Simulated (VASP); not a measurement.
Input of a VASP 6.6.1 run:

File POSCAR:

```
Ta
1.0
   -1.6533592789      1.6533592789      1.6533592789
    1.6533592789     -1.6533592789      1.6533592789
    1.6533592789      1.6533592789     -1.6533592789
Ta
1
Direct
    0.0000000000      0.0000000000      0.0000000000
```

Contents of INCAR.step1:

```
SYSTEM = Ta
  PREC = Accurate
  ENCUT = 520
  ISMEAR = -1
  SIGMA = 0.1
  LREAL = .FALSE.
  LASPH = .TRUE.
  NELM = 60
  NBANDS = 12
  GGA = PE
  ALGO = Normal
  EDIFF = 1E-4
  LWAVE = .TRUE.
  LCHARG = .FALSE.
```

The input INCAR.step2:

```
SYSTEM = Ta
  PREC = Accurate
  ENCUT = 520
  EDIFF = 1E-6
  ISMEAR = -1
  SIGMA = 0.1
  LREAL = .FALSE.
  LASPH = .TRUE.
  NELM = 60
  ALGO = Normal
  ISIF = 2
  LWAVE = .FALSE.
  LCHARG = .TRUE.
  METAGGA = R2SCAN
  LMIXTAU = .TRUE.
  LELF = .TRUE.
  LVHAR = .TRUE.
  NBANDS = 12
  ISTART = 1
```

Contents of KPOINTS:

```
regular mesh
0
G
  5 5 5
  0 0 0
```

Potentials or basis: VASP PAW PBE potentials, release 64 (Ta_pv).

Launch:

```bash
$ cat potpaw_PBE.64/Ta_pv/POTCAR > POTCAR
$ cp INCAR.step1 INCAR
$ mpirun -np 1 vasp_std > vasp.out
$ cp INCAR.step2 INCAR
$ mpirun -np 1 vasp_std > vasp.out
```

Task: Predict the pressure.

Result: 2.8 GPa.

Caveat: the k points lie up to 0.54 Å⁻¹ apart; the PAW data sets were made with another functional, which shifts forces and pressure a little.
